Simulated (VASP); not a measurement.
Set up this calculation in VASP 6.6.1, as the native input.

```
Task                   : single point
Functional             : revPBE
Dispersion             : D4
Potentials or basis    : VASP PAW PBE potentials, release 64 (Si, C)
Cutoff                 : 520 eV
k mesh                 : 10 × 10 × 5
Occupations            : fermi-dirac, width 0.05 eV
Spin                   : no spin polarisation
Dipole correction      : no
Further INCAR settings : ALGO = Normal; EDIFF = 1e-06; NBANDS = 16
```

The structure of SiC (Moissanite) lies in POSCAR:

```
SiC
1.0
    3.0344273363      0.0000000000      0.0000000000
   -1.5172136681      2.6278911591      0.0000000000
    0.0000000000      0.0000000000      4.9797754205
Si C
2 2
Direct
    0.6666666667      0.3333333333      0.5000000000
    0.3333333333      0.6666666667      0.0000000000
    0.6666666667      0.3333333333      0.8850000000
    0.3333333333      0.6666666667      0.3850000000
```

One way to write it, as run:

INCAR

```
  PREC = Accurate
  ENCUT = 520
  EDIFF = 1E-6
  ISMEAR = -1
  SIGMA = 0.05
  LREAL = F
  LASPH = T
  NELM = 100
  ALGO = Normal
  ISIF = 2
  LWAVE = F
  LCHARG = T
  GGA = RE
  IVDW = 13
  LELF = T
  LVHAR = T
  NBANDS = 16
```

KPOINTS

```
regular mesh
0
Gamma
  10 10 5
```

Potentials or basis: VASP PAW PBE potentials, release 64 (Si, C).

Command:

```bash
$ cat potpaw_PBE.64/Si/POTCAR potpaw_PBE.64/C/POTCAR > POTCAR
$ mpirun -np 1 vasp_std > vasp.out
```

Results of the run:

The pressure is 6.1 GPa, the largest force is 0.813 eV/Å and the band gap on the k mesh is 2.43 eV, indirect (least direct gap 4.18 eV). The dispersion energy per atom is -0.670 eV.

Caveat: the PAW data sets were made with another functional, which shifts forces and pressure a little.

Run time: 9.5 s on 1 thread of Intel(R) Xeon(R) 6975P-C (Granite Rapids), with other jobs on the host, peak memory 0.16 GiB.
